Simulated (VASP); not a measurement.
The system is Si2Se.

```
Si Se
1.0
     3.38294    0.00000    0.00000
    -1.69147    2.92971    0.00000
     0.00000    0.00000    5.96848
Si Se
2 1
Direct
  0.66667 0.33333 0.69935
  0.66667 0.33333 0.30065
  0.00000 0.00000 0.00000
```

The cell was built from a structure type or drawn by symmetry, and may not be a known phase.

| Item | Value |
| --- | --- |
| Program | VASP 6.6.1 |
| Task | relaxation of cell and atoms |
| Functional | PBE |
| Potentials or basis | VASP PAW PBE potentials, release 64 (Si, Se) |
| Cutoff | 600 eV |
| k mesh | 18 × 18 × 8 |
| Occupations | gaussian, width 0.1 eV |
| Spin | no spin polarisation |

At the start: pressure 0.4 GPa; volume 19.72 Å³/atom.

Problem. Where does the relaxation end?

Solution. Over 7 steps the energy falls by 3.3 meV/atom and the volume is 19.63 Å³/atom (-0.4 %); space group P-6m2 (No. 187, to 0.1 Å) before and after.

Step by step:
```tsv
step	energy change (eV)	largest force (eV/Å)	pressure (GPa)	volume (Å³)
1	0.0000	0.1567	0.41	59.15
2	-0.0085	0.0467	-0.52	59.58
3	-0.0086	0.0428	-0.56	59.60
4	-0.0098	0.0301	-0.07	59.06
5	-0.0099	0.0366	-0.03	59.01
6	-0.0100	0.0126	-0.02	58.93
7	-0.0100	0.0012	-0.02	58.90
```

Final structure:
```cif
data_structure
_symmetry_space_group_name_H-M 'P 1'
_symmetry_Int_Tables_number 1
_cell_length_a 3.3504
_cell_length_b 3.3504
_cell_length_c 6.0589
_cell_angle_alpha 90.000
_cell_angle_beta 90.000
_cell_angle_gamma 120.000
_cell_volume 58.90
loop_
_atom_site_label
_atom_site_type_symbol
_atom_site_fract_x
_atom_site_fract_y
_atom_site_fract_z
_atom_site_occupancy
Si1 Si 0.66667 0.33333 0.70086 1
Si2 Si 0.66667 0.33333 0.29914 1
Se1 Se 0.00000 0.00000 0.00000 1
```
